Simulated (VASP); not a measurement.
HfC:

```xyz
2
Lattice="0.0000 2.3250 2.3250 2.3250 0.0000 2.3250 2.3250 2.3250 0.0000" Properties=species:S:1:pos:R:3 pbc="T T T"
Hf    2.3250    2.3250    2.3250
C     0.0000    0.0000    0.0000
```

Program: VASP 6.6.1. Alike in all runs: cell as given; k mesh 12 × 12 × 12; cutoff (eV) 520; smearing fermi-dirac 0.05 eV.

Problem. Order these runs on this cell by their pressure, lowest first.
A. level LDA; potentials or basis VASP PAW LDA potentials, release 64 (Hf_pv, C); spin off
B. level PBEsol; potentials or basis VASP PAW PBE potentials, release 64 (Hf_pv, C); spin off
C. level r2SCAN; potentials or basis VASP PAW PBE potentials, release 64 (Hf_pv, C); spin off
D. level PBE; potentials or basis VASP PAW PBE potentials, release 64 (Hf_pv, C); spin non-collinear, zero start, SOC

Solution. A (-11.5 GPa), B (-7.0 GPa), C (-2.5 GPa), D (-0.5 GPa).

Caveats: the PAW data sets were made with another functional, which shifts forces and pressure a little (some runs).
